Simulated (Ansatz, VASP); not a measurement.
# Al2O3: VASP beside Ansatz

```
Al O
1.0
     2.38025    1.37424    4.33187
    -2.38025    1.37424    4.33187
     0.00000   -2.74848    4.33187
Al O
4 6
Direct
  0.85216 0.85216 0.85216
  0.64784 0.64784 0.64784
  0.14784 0.14784 0.14784
  0.35216 0.35216 0.35216
  0.05668 0.75000 0.44332
  0.75000 0.44332 0.05668
  0.44332 0.05668 0.75000
  0.94332 0.25000 0.55668
  0.25000 0.55668 0.94332
  0.55668 0.94332 0.25000
```

Alike in both runs: task single point; functional PBE; k mesh 7 × 7 × 7; occupations gaussian, width 0.012 eV; no spin polarisation.

|  | VASP | Ansatz |
| --- | --- | --- |
| version | VASP 6.6.1 | Ansatz 0.2.0 |
| potentials or method | VASP PAW PBE potentials, release 64 (Al, O) | Ansatz PAW |
| plane-wave cutoff (eV) | 520 | 420 |
| valence electrons in the cell | 48 | 48 |

VASP gave:

* gap on the k mesh at the Fermi level (eV): 6.22
* least direct gap on the mesh (eV): 6.22
* pressure (GPa): 7.2
* traceless stress, the component that is largest in VASP (GPa): -0.42
* rms of the force components (eV/Å): 0.015

Problem. Which values does Ansatz return?

Solution. gap on the k mesh at the Fermi level (eV): 6.22; least direct gap on the mesh (eV): 6.22; pressure (GPa): 7.3; traceless stress, the component that is largest in VASP (GPa): -0.39; rms of the force components (eV/Å): 0.015.

Atom by atom the forces differ by 0.001 eV/Å (rms over components).

Noted on Ansatz's run: odd divisions of the mesh miss points on the zone boundary, where band edges often lie, so the gap on the mesh can be too wide.
